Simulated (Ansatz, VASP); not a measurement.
Two plane-wave programs on Ge3N

File INCAR:

```
PREC = Accurate ; ENCUT = 600
EDIFF = 1E-7 ; ISMEAR = 0
SIGMA = 0.1 ; LREAL = F
LASPH = T ; NELM = 60
ALGO = Normal ; ISIF = 3
LWAVE = F ; LCHARG = F
GGA = PE ; IBRION = 2
NSW = 100 ; EDIFFG = -0.01
```

File KPOINTS:

```
Automatic mesh
0
Gamma
  12 12 12
```

Contents of POSCAR:

```
Ge3N
1.0
    3.9764009267      0.0000000000      0.0000000000
    0.0000000000      3.9764009267      0.0000000000
    0.0000000000      0.0000000000      3.9764009267
Ge N
3 1
Direct
    0.5000000000      0.5000000000      0.0000000000
    0.5000000000      0.0000000000      0.5000000000
    0.0000000000      0.5000000000      0.5000000000
    0.0000000000      0.0000000000      0.0000000000
```

Input for Ansatz:

```yaml
crystal:
  lattice:
    - [3.9764009267, 0.0, 0.0]
    - [0.0, 3.9764009267, 0.0]
    - [0.0, 0.0, 3.9764009267]
  atoms:
    - { symbol: Ge, position: [0.5, 0.5, 0.0] }
    - { symbol: Ge, position: [0.5, 0.0, 0.5] }
    - { symbol: Ge, position: [0.0, 0.5, 0.5] }
    - { symbol: "N", position: [0.0, 0.0, 0.0] }
basis:
  ecutwfc: 420
kpoints:
  mp_grid: { grid: [12, 12, 12] }
hamiltonian:
  xc: pbe
scf:
  occupations: { method: gaussian, width: 0.1 }
output:
  forces: true
  stress: true
  eigenvalues: true
relax:
  adjacent_minimum: "off"
  f_tol: 0.01
  max_steps: 80
  cell: { stress_tol: 0.05 }
```

Change from the starting cell: species swapped into the EuBi3 type (Pm-3m, No. 221).

Alike in both runs: task relaxation of cell and atoms; functional PBE; k mesh 12 × 12 × 12; occupations gaussian, width 0.1 eV; no spin polarisation.

|  | VASP | Ansatz |
| --- | --- | --- |
| version | VASP 6.6.1 | Ansatz 0.2.0 |
| potentials or method | VASP PAW PBE potentials, release 64 (Ge_d, N), cutoff 600 eV | scalar-relativistic, plane waves, PAW |
| valence electrons in the cell | 47 | 47 |

```csv
,VASP,Ansatz,Ansatz less VASP
"gap on the k mesh at the Fermi level, each at its own relaxed structure (eV)",none,none,-
relaxed volume (Å³/atom),15.84,15.82,-0.022
relaxed cell length with the largest relative difference (Å),3.986,3.985,-0.0018
```

A gap of «none» marks a metal or a gap that the smearing closes.
